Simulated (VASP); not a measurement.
Here is a VASP 6.6.1 calculation.

The input INCAR:

```
SYSTEM = Ga2GeO
  PREC = Accurate
  ENCUT = 520
  EDIFF = 1E-6
  ISMEAR = 0
  SIGMA = 0.1
  LREAL = .False.
  LASPH = .True.
  NELM = 60
  ALGO = Normal
  ISIF = 2
  LWAVE = .False.
  LCHARG = .False.
  GGA = PE
  NBANDS = 31
```

KPOINTS

```
Automatic mesh
0
Gamma
  6 6 4
  0 0 0
```

File POSCAR:

```
Ga2GeO
1.0
    3.3473825200      0.0000000000      0.0000000000
    0.0000000000      3.3473825200      0.0000000000
    0.0000000000      0.0000000000      4.7283652000
Ga Ge O
2 1 1
Direct
    0.0000000000      0.0000000000      0.5000000000
    0.5000000000      0.5000000000      0.0000000000
    0.0000000000      0.0000000000      0.0000000000
    0.5000000000      0.5000000000      0.5000000000
```

Potentials or basis: VASP PAW PBE potentials, release 64 (Ga_d, Ge_d, O).

The run is started by

```bash
$ cat potpaw_PBE.64/Ga_d/POTCAR potpaw_PBE.64/Ge_d/POTCAR potpaw_PBE.64/O/POTCAR > POTCAR
$ mpirun -np 1 vasp_std > vasp.out
```

(1) Estimate the band gap on the k mesh.

(2) What does it give for the pressure?

Results:

(1) zero (band 23 reaches 9.06 eV, above the bottom of band 24 at 5.29 eV).

(2) 22.1 GPa.
